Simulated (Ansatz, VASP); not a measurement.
Mg in VASP and in Ansatz

The input INCAR:

```
SYSTEM = Mg
PREC = Accurate
ENCUT = 600
EDIFF = 1E-7
ISMEAR = -1
SIGMA = 0.1
LREAL = .False.
LASPH = .True.
NELM = 60
ALGO = Normal
ISIF = 3
LWAVE = .False.
LCHARG = .False.
GGA = PE
IBRION = 2
NSW = 80
EDIFFG = -0.01
```

Contents of KPOINTS:

```
regular mesh
0
Gamma
  5 5 5
  0 0 0
```

File POSCAR:

```
Mg
1.0
    5.7071978321      0.0000000000      0.0000000000
    0.0000000000      5.7071978321      0.0000000000
    0.0000000000      0.0000000000      5.7071978321
Mg
8
Direct
    0.0000000000      0.0000000000      0.0000000000
    0.5000000000      0.5000000000      0.5000000000
    0.2500000000      0.0000000000      0.5000000000
    0.7500000000      0.0000000000      0.5000000000
    0.5000000000      0.2500000000      0.0000000000
    0.5000000000      0.7500000000      0.0000000000
    0.0000000000      0.5000000000      0.2500000000
    0.0000000000      0.5000000000      0.7500000000
```

Input for Ansatz:

```yaml
crystal:
  lattice:
    - [5.7071978321, 0.0, 0.0]
    - [0.0, 5.7071978321, 0.0]
    - [0.0, 0.0, 5.7071978321]
  atoms:
    - { symbol: Mg, position: [0.0, 0.0, 0.0] }
    - { symbol: Mg, position: [0.5, 0.5, 0.5] }
    - { symbol: Mg, position: [0.25, 0.0, 0.5] }
    - { symbol: Mg, position: [0.75, 0.0, 0.5] }
    - { symbol: Mg, position: [0.5, 0.25, 0.0] }
    - { symbol: Mg, position: [0.5, 0.75, 0.0] }
    - { symbol: Mg, position: [0.0, 0.5, 0.25] }
    - { symbol: Mg, position: [0.0, 0.5, 0.75] }
hamiltonian:
  xc: pbe
  pseudopotentials:
    kind: paw
    azcp:
      Mg: "pseudopotentials/Mg.paw.azcp"
basis:
  ecutwfc: 420
  fft_grid_basis: typed
kpoints:
  mp_grid: { grid: [5, 5, 5], shift: [0, 0, 0] }
magnetization:
  spin_polarized: false
scf:
  occupations: { method: fermi_dirac, width: 0.1 }
relax:
  max_steps: 60
  f_tol: 0.01
  cell: {}
```

Alike in both runs: task relaxation of cell and atoms; functional PBE; k mesh 5 × 5 × 5; occupations fermi-dirac, width 0.1 eV; no spin polarisation.

```csv
,VASP,Ansatz
version,VASP 6.6.1,Ansatz 0.2.0
potentials or method,"VASP PAW PBE potentials, release 64 (Mg), cutoff 600 eV","plane waves (420 eV) with PAW, scalar-relativistic"
valence electrons in the cell,16,80
```

|  | VASP | Ansatz | Ansatz less VASP |
| --- | --- | --- | --- |
| relaxed volume (Å³/atom) | 23.35 | 23.45 | +0.102 |
| relaxed length of the cell vector where the two differ most in proportion (Å) | 5.717 | 5.725 | +0.0083 |

VASP's potentials hold 16 valence electrons a cell and Ansatz's 80, so a difference there can come from the potentials and not from the codes.
